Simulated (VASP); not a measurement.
Here is a VASP 6.6.1 calculation.

File INCAR:

```
PREC = Accurate
ENCUT = 520
EDIFF = 1E-8
ISMEAR = -1
SIGMA = 0.03
LREAL = F
LASPH = T
NELM = 100
ALGO = Normal
ISIF = 2
LWAVE = F
LCHARG = F
LEFG = T
NBANDS = 36
```

KPOINTS

```
Automatic mesh
0
Gamma
  10 10 10
```

POSCAR

```
TiRh3
1.0
    3.8220000000      0.0000000000      0.0000000000
    0.0000000000      3.8220000000      0.0000000000
    0.0000000000      0.0000000000      3.7837800000
Ti Rh
1 3
Direct
    0.0000000000      0.0000000000      0.0000000000
    0.0000000000      0.5000000000      0.5000000000
    0.5000000000      0.0000000000      0.5000000000
    0.5000000000      0.5000000000      0.0000000000
```

Potentials or basis: VASP PAW LDA potentials, release 64 (Ti_sv, Rh_pv).

Run with:

```sh
$ cat potpaw_LDA.64/Ti_sv/POTCAR potpaw_LDA.64/Rh_pv/POTCAR > POTCAR
$ mpirun -np 1 vasp_std > vasp.out
```

Question: Predict the pressure.

Answer: -7.2 GPa.

Stress tensor (GPa, compression positive):
```
-7.87  0.00  0.00
 0.00 -7.87  0.00
 0.00  0.00 -5.95
```

Caveat: the cell differs from its parent crystal (zz strain of -1 %); without QUAD_EFG the Cq values of the log hold for a quadrupole moment of 1 mb, not for the nuclei.
